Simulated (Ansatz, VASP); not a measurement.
# One calculation of Mg2CdSe3, two programs

```
CELL_PARAMETERS angstrom
-1.97765 1.97765 8.40246
1.97765 -1.97765 8.40246
1.97765 1.97765 -8.40246
ATOMIC_POSITIONS crystal
Mg 0.66689 0.66689 0.00000
Mg 0.33311 0.33311 0.00000
Cd 0.00000 0.00000 0.00000
Se 0.83043 0.83043 0.00000
Se 0.50000 0.50000 0.00000
Se 0.16957 0.16957 0.00000
```

Alike in both runs: functional PBE; k mesh 10 × 10 × 10; occupations gaussian, width 0.02 eV; no spin polarisation.

Ansatz relaxed the structure, and its values are those at the end. VASP's run is a single point on that final structure, the one shown.

|  | VASP | Ansatz |
| --- | --- | --- |
| version | VASP 6.6.1 | Ansatz 0.2.0 |
| potentials or method | VASP PAW PBE potentials, release 64 (Mg, Cd, Se), cutoff 520 eV | scalar-relativistic, plane waves, PAW |
| valence electrons in the cell | 34 | 88 |

Ansatz gave:

```
gap on the k mesh at the Fermi level (eV) : 0.60
least direct gap on the mesh (eV)         : 1.25
pressure (GPa)                            : 0.0
rms of the force components (eV/Å)        : 0.001
```

Problem. What did VASP give for the same quantities?

Solution. gap on the k mesh at the Fermi level (eV): 0.59; least direct gap on the mesh (eV): 1.24; pressure (GPa): 0.1; rms of the force components (eV/Å): 0.008.

VASP's potentials hold 34 valence electrons a cell and Ansatz's 88, so a difference there can come from the potentials and not from the codes.
